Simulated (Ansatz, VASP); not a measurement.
Cl: VASP beside Ansatz

```
Cl
1.0
     3.93940   -2.14814    0.00000
     3.93940    2.14814    0.00000
     0.00000    0.00000    8.34091
Cl
4
Direct
  0.88632 0.11368 0.10641
  0.61368 0.38632 0.60641
  0.11368 0.88632 0.89359
  0.38632 0.61368 0.39359
```

Alike in both runs: functional PBE; k mesh 5 × 5 × 2; occupations fermi-dirac, width 0.05 eV; no spin polarisation.

Ansatz relaxed the structure, and its values are those at the end. VASP's run is a single point on that final structure, the one shown.

|  | VASP | Ansatz |
| --- | --- | --- |
| version | VASP 6.6.1 | Ansatz 0.2.0 |
| potentials or method | VASP PAW PBE potentials, release 64 (Cl), cutoff 520 eV | plane waves (420 eV) with PAW, scalar-relativistic |
| valence electrons in the cell | 28 | 28 |

```csv
,VASP,Ansatz,Ansatz less VASP
pressure (GPa),-0.3,0.0,+0.29
rms of the force components (eV/Å),0.106,0.004,-0.1019
```
